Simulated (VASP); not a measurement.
# SrO (dq5) (Fm-3m) in VASP: relaxation of cell and atoms with LDA

Aim: the relaxation of cell and atoms of SrO (dq5) with LDA.

Program: VASP 6.6.1. These are calculated values, not measurements. Logs are shortened: lines on timing, memory, paths and dates and some standing lists are left out, and cuts for length are marked.

**1. The cell of the first run**

The structure is cubic, space group Fm-3m (No. 225). Conventional cell: a = 5.161 Å, b = 5.161 Å, c = 5.161 Å, α = 90.00°, β = 90.00°, γ = 90.00°. Sr (site symmetry m-3m) has 6 O at 2.58 Å within 3.4 Å. Within 3.4 Å of O (site symmetry m-3m) lie 6 Sr at 2.58 Å.

**2. Relaxation of cell and atoms, LDA**

The input, INCAR:

```
PREC = Accurate
ENCUT = 600
EDIFF = 1E-6
ISMEAR = 0
SIGMA = 0.02
LREAL = F
LASPH = T
NELM = 100
ALGO = Normal
ISIF = 3
LWAVE = F
LCHARG = F
GGA = CA
IBRION = 2
NSW = 100
EDIFFG = -0.002
```

The input, KPOINTS:

```
regular mesh
0
Gamma
  6 6 6
```

The input, POSCAR:

```
SrO
1.0
    0.0000000000      2.5806600000      2.5806600000
    2.5806600000      0.0000000000      2.5806600000
    2.5806600000      2.5806600000      0.0000000000
Sr O
1 1
Direct
    0.0000000000      0.0000000000      0.0000000000
    0.5000000000      0.5000000000      0.5000000000
```

Potentials or basis: VASP PAW LDA potentials, release 64 (Sr_sv, O).

Run with:

```bash
cat potpaw_LDA.64/Sr_sv/POTCAR potpaw_LDA.64/O/POTCAR > POTCAR
mpirun -np 1 vasp_std > vasp.out
```

OUTCAR:

```text
PREC = Accurate
   ENCUT = 600
   EDIFF = 1E-6
   ISMEAR = 0
   LREAL = F
   LASPH = T
   NELM = 100
   ISIF = 3
   GGA = CA
   IBRION = 2
   NSW = 100
   EDIFFG = -0.002

 ion  position               nearest neighbor table
   1  0.000  0.000  0.000-   2 2.58   2 2.58   2 2.58   2 2.58   2 2.58   2 2.58
   2  0.500  0.500  0.500-   1 2.58   1 2.58   1 2.58   1 2.58   1 2.58   1 2.58

  LATTYP: Found a face centered cubic cell.
 ALAT       =     5.1613200000

  Lattice vectors:

 A1 = (   0.0000000000,   2.5806600000,   2.5806600000)
 A2 = (   2.5806600000,   0.0000000000,   2.5806600000)
 A3 = (   2.5806600000,   2.5806600000,   0.0000000000)

Analysis of symmetry for initial positions (statically):
=====================================================================
 Subroutine PRICEL returns:
 Original cell was already a primitive cell.

 Routine SETGRP: Setting up the symmetry group for a
 face centered cubic supercell.

 Subroutine GETGRP returns: Found 48 space group operations
 (whereof 48 operations were pure point group operations)
 out of a pool of 48 trial point group operations.

The static configuration has the point symmetry O_h .

Analysis of symmetry for dynamics (positions and initial velocities):
=====================================================================
 Subroutine PRICEL returns:
 Original cell was already a primitive cell.

 Routine SETGRP: Setting up the symmetry group for a
 face centered cubic supercell.

 Subroutine GETGRP returns: Found 48 space group operations
 (whereof 48 operations were pure point group operations)
 out of a pool of 48 trial point group operations.

The dynamic configuration has the point symmetry O_h .

 Subroutine INISYM returns: Found 48 space group operations
 (whereof 48 operations are pure point group operations),
 and found     1 'primitive' translations

----------------------------------------------------------------------------------------

                                     Primitive cell

  volume of cell :      34.3734

  direct lattice vectors                    reciprocal lattice vectors
     0.000000000  2.580660000  2.580660000    -0.193748886  0.193748886  0.193748886
     2.580660000  0.000000000  2.580660000     0.193748886 -0.193748886  0.193748886
     2.580660000  2.580660000  0.000000000     0.193748886  0.193748886 -0.193748886

  length of vectors
     3.649604372  3.649604372  3.649604372     0.335582914  0.335582914  0.335582914

  position of ions in fractional coordinates (direct lattice)
     0.000000000  0.000000000  0.000000000
     0.500000000  0.500000000  0.500000000

  ion indices of the primitive-cell ions
   primitive index   ion index
                 1           1
                 2           2

----------------------------------------------------------------------------------------

 KPOINTS: regular mesh

Automatic generation of k-mesh.
 Grid dimensions read from file:
 generate k-points for:    6    6    6

 Generating k-lattice:

  Cartesian coordinates                     Fractional coordinates (reciprocal lattice)
    -0.032291481  0.032291481  0.032291481     0.166666667  0.000000000  0.000000000
     0.032291481 -0.032291481  0.032291481     0.000000000  0.166666667  0.000000000
     0.032291481  0.032291481 -0.032291481     0.000000000  0.000000000  0.166666667

  Length of vectors
     0.055930486  0.055930486  0.055930486

  Shift w.r.t. Gamma in fractional coordinates (k-lattice)
     0.000000000  0.000000000  0.000000000

 Subroutine IBZKPT returns following result:
 ===========================================

 Found     16 irreducible k-points:

 Following reciprocal coordinates:
            Coordinates               Weight
  0.000000  0.000000  0.000000      1.000000
  0.166667  0.000000  0.000000      8.000000
  0.333333  0.000000  0.000000      8.000000
  0.500000  0.000000  0.000000      4.000000
  0.166667  0.166667  0.000000      6.000000
  0.333333  0.166667  0.000000     24.000000
[... 8 lines left out ...]
 -0.333333  0.333333  0.166667     24.000000
 -0.333333  0.500000  0.166667     12.000000
   k-points           NKPTS =     16   k-points in BZ     NKDIM =     16   number of bands    NBANDS=     12
   number of dos      NEDOS =    301   number of ions     NIONS =      2
   total plane-waves  NPLWV =  27000
   dimension x,y,z NGX =    30 NGY =   30 NGZ =   30
   dimension x,y,z NGXF=    60 NGYF=   60 NGZF=   60
   ions per type =               1   1
   NGX,Y,Z   is equivalent  to a cutoff of  13.67, 13.67, 13.67 a.u.
   NGXF,Y,Z  is equivalent  to a cutoff of  27.33, 27.33, 27.33 a.u.
 SYSTEM =  unknown system
   PREC   = accura    normal or accurate (medium, high low for compatibility)
   ISTART =      0    job   : 0-new  1-cont  2-samecut
   ICHARG =      2    charge: 1-file 2-atom 10-const
   ISPIN  =      1    spin polarized calculation?
   LNONCOLLINEAR =      F non collinear calculations
   LSORBIT =      F    spin-orbit coupling
   LASPH  =      T    aspherical Exc in radial PAW
   ENCUT  =  600.0 eV  44.10 Ry    6.64 a.u.   7.29  7.29  7.29*2*pi/ulx,y,z
   NELM   =    100;   NELMIN=  2; NELMDL= -5     # of ELM steps
   EDIFF  = 0.1E-05   stopping-criterion for ELM
   LREAL  =      F    real-space projection
   EDIFFG = -.2E-02   stopping-criterion for IOM
   NSW    =    100    number of steps for IOM
   IBRION =      2    ionic relax: 0-MD 1-quasi-New 2-CG
   NFREE  =      1    steps in history (QN), initial steepest desc. (CG)
   ISIF   =      3    stress and relaxation
   ISYM   =      2    0-nonsym 1-usesym 2-fastsym
   POTIM  = 0.5000    time-step for ionic-motion
   TEBEG  =    0.0;   TEEND  =   0.0 temperature during run
   PSTRESS=    0.0 pullay stress
   NELECT =      16.0000    total number of electrons
   NUPDOWN=      -1.0000    fix difference up-down
   EMIN   =  10.00;   EMAX   =-10.00  energy-range for DOS
   EFERMI =   0.00;   METHOD = LEGACY
   ISMEAR =     0;   SIGMA  =   0.02  broadening in eV -4-tet -1-fermi 0-gaus
   EFERMI_NEDOS =   21; number of points for ismear=-14 and -15
   IALGO  =     38    algorithm
   IMIX   =      4    mixing-type and parameters
     AMIX     =   0.40;   BMIX     =  1.00
     AMIX_MAG =   1.60;   BMIX_MAG =  1.00
  volume/ion in A,a.u.               =      17.19       115.98
  Fermi-wavevector in a.u.,A,eV,Ry     =   1.268744  2.397579 21.901456  1.609712
  Thomas-Fermi vector in A             =   2.401823
   LORBIT       =      0    0 simple, 1 ext, 2 COOP (PROOUT), +10 PAW based schemes
   GGA     = CA    functional components
   LHFCALC =     F    Hartree Fock is set to
   AEXX    =    0.0000 exact exchange contribution
   IVDW    =     0    specifies the selected vdW correction
   LEPSILON=     F    determine dielectric tensor
   LRPA    =     F    only Hartree local field effects (RPA)
 conjugate gradient relaxation of ions
 non-spin polarized calculation
 Gauss-broadening in eV      SIGMA  =   0.02
  energy-cutoff  :      600.00
  volume of cell :       34.37
 maximum number of plane-waves:      1167
 NGX is ok and might be reduce to    30
   NGX = 15   NGY = 15   NGZ = 15

--------------------------------------- Ionic step        1  -------------------------------------------

 number of electron      15.9999998 magnetization

 Free energy of the ion-electron system (eV)
  ---------------------------------------------------
  ext. energy  EPLUGINS =         0.00000000
  ---------------------------------------------------
  free energy    TOTEN  =       -13.36590136 eV

  energy without entropy =      -13.36590136  energy(sigma->0) =      -13.36590136

------------------------ aborting loop because EDIFF is reached ----------------------------------------

  FORCE on cell =-STRESS in cart. coord.  units (eV):
  Direction    XX          YY          ZZ          XY          YZ          ZX
  --------------------------------------------------------------------------------------
  -------------------------------------------------------------------------------------
  Total       -0.9971587     -0.9971587     -0.9971587     -0.0000000      0.0000000      0.0000000
  in kB      -46.4785400    -46.4785400    -46.4785400     -0.0000000      0.0000000      0.0000000
  external PRESSURE =     -46.4785400 kB  Pullay stress =       0.0000000 kB

 VOLUME and BASIS-vectors are now :
 -----------------------------------------------------------------------------
  energy-cutoff  :      600.00
  volume of cell :       34.37
      direct lattice vectors                 reciprocal lattice vectors
     0.000000000  2.580660000  2.580660000    -0.193748886  0.193748886  0.193748886
     2.580660000  0.000000000  2.580660000     0.193748886 -0.193748886  0.193748886
     2.580660000  2.580660000  0.000000000     0.193748886  0.193748886 -0.193748886

 POSITION                                       TOTAL-FORCE (eV/Angst)
 -----------------------------------------------------------------------------------
      0.00000      0.00000      0.00000         0.000000      0.000000      0.000000
      2.58066      2.58066      2.58066        -0.000000     -0.000000     -0.000000
 -----------------------------------------------------------------------------------
    total drift:                                0.000000      0.000000      0.000000

  FREE ENERGIE OF THE ION-ELECTRON SYSTEM (eV)
  ---------------------------------------------------
  free  energy   TOTEN  =       -13.3659013568 eV
[... 17 lines left out ...]
 VOLUME and BASIS-vectors are now :
 -----------------------------------------------------------------------------
  energy-cutoff  :      600.00
  volume of cell :       31.95
      direct lattice vectors                 reciprocal lattice vectors
    -0.000000000  2.518587927  2.518587927    -0.198523941  0.198523941  0.198523941
     2.518587927  0.000000000  2.518587927     0.198523941 -0.198523941  0.198523941
     2.518587927  2.518587927 -0.000000000     0.198523941  0.198523941 -0.198523941

 POSITION                                       TOTAL-FORCE (eV/Angst)
 -----------------------------------------------------------------------------------
      2.51859      2.51859     -0.00000         0.000000     -0.000000      0.000000
      2.51859      2.51859      2.51859         0.000000      0.000000     -0.000000
 -----------------------------------------------------------------------------------
    total drift:                                0.000000      0.000000      0.000000

  FREE ENERGIE OF THE ION-ELECTRON SYSTEM (eV)
  ---------------------------------------------------
  free  energy   TOTEN  =       -13.3860642258 eV

  energy  without entropy=      -13.3860642258  energy(sigma->0) =      -13.38606423

--------------------------------------- Ionic step        3  -------------------------------------------

 number of electron      15.9999998 magnetization

 Free energy of the ion-electron system (eV)
  ---------------------------------------------------
  ext. energy  EPLUGINS =         0.00000000
  ---------------------------------------------------
  free energy    TOTEN  =       -13.39166585 eV

  energy without entropy =      -13.39166585  energy(sigma->0) =      -13.39166585

 E-fermi :   1.7285     XC(G=0): -10.7121

 val. band max:        1.5369207273   @ k =   0.0000   0.0000   0.0000
 cond. band min:       4.6042175022   @ k =   0.5000   0.5000   0.0000
 fundamental gap:      3.0672967749
 Fermi energy:         1.7285193219

 k-point     1 :       0.0000    0.0000    0.0000
  band No.  band energies     occupation
      1     -30.4196      2.00000
      2     -13.2725      2.00000
      3     -12.1004      2.00000
      4     -12.1004      2.00000
      5     -12.1004      2.00000
      6       1.5369      2.00000
      7       1.5369      2.00000
      8       1.5369      2.00000
      9       5.6211      0.00000
     10       7.7224      0.00000
     11       7.7224      0.00000
     12       7.7224      0.00000

 k-point     2 :       0.1667    0.0000    0.0000
  band No.  band energies     occupation
      1     -30.3773      2.00000
      2     -13.9018      2.00000
      3     -12.1242      2.00000
      4     -12.1242      2.00000
      5     -11.5694      2.00000
      6       0.7657      2.00000
      7       1.1756      2.00000
      8       1.1756      2.00000
      9       6.8123      0.00000
     10       7.5087      0.00000
     11       8.2903      0.00000
     12       8.2903      0.00000
[... 221 lines left out ...]
 VOLUME and BASIS-vectors are now :
 -----------------------------------------------------------------------------
  energy-cutoff  :      600.00
  volume of cell :       32.68
      direct lattice vectors                 reciprocal lattice vectors
    -0.000000000  2.537689160  2.537689160    -0.197029647  0.197029647  0.197029647
     2.537689160  0.000000000  2.537689160     0.197029647 -0.197029647  0.197029647
     2.537689160  2.537689160 -0.000000000     0.197029647  0.197029647 -0.197029647

 POSITION                                       TOTAL-FORCE (eV/Angst)
 -----------------------------------------------------------------------------------
      0.00000      0.00000      0.00000        -0.000000     -0.000000      0.000000
      2.53769      2.53769      2.53769         0.000000      0.000000     -0.000000
 -----------------------------------------------------------------------------------
    total drift:                                0.000000      0.000000      0.000000

  FREE ENERGIE OF THE ION-ELECTRON SYSTEM (eV)
  ---------------------------------------------------
  free  energy   TOTEN  =       -13.3916658476 eV

  energy  without entropy=      -13.3916658476  energy(sigma->0) =      -13.39166585

 reached required accuracy - stopping structural energy minimisation
```

Run time: 25 s. Hardware: 1 thread of AMD EPYC 7R43 (Zen 3), shared host; peak memory 0.13 GiB.

What came out:

```
Free energy                            : -13.3917 eV
Relaxed volume                         : 16.34 Å³/atom
Relaxed cell                           : a = 3.589 Å, b = 3.589 Å, c = 3.589 Å, α = 60.00°, β = 60.00°, γ = 60.00°
Space group after relaxing (to 0.05 Å) : Fm-3m (No. 225)
Energy gained by relaxing              : 12.9 meV/atom
Ionic steps                            : 3
Pressure after relaxing                : 0.0 GPa
Band gap on the k mesh                 : 3.07 eV, indirect (least direct gap 3.12 eV)
```

The path:
| step | energy change (eV) | largest force (eV/Å) | pressure (GPa) | volume (Å³) |
| --- | --- | --- | --- | --- |
| 1 | 0.0000 | 0.0000 | -4.65 | 34.37 |
| 2 | -0.0202 | 0.0000 | 2.52 | 31.95 |
| 3 | -0.0258 | 0.0000 | 0.01 | 32.68 |

Final structure:
```yaml
crystal:
  lattice:
    - [0.00000, 2.53769, 2.53769]
    - [2.53769, 0.00000, 2.53769]
    - [2.53769, 2.53769, 0.00000]
  atoms:
    - { symbol: Sr, position: [0.00000, 0.00000, 0.00000] }
    - { symbol: O, position: [0.50000, 0.50000, 0.50000] }
```
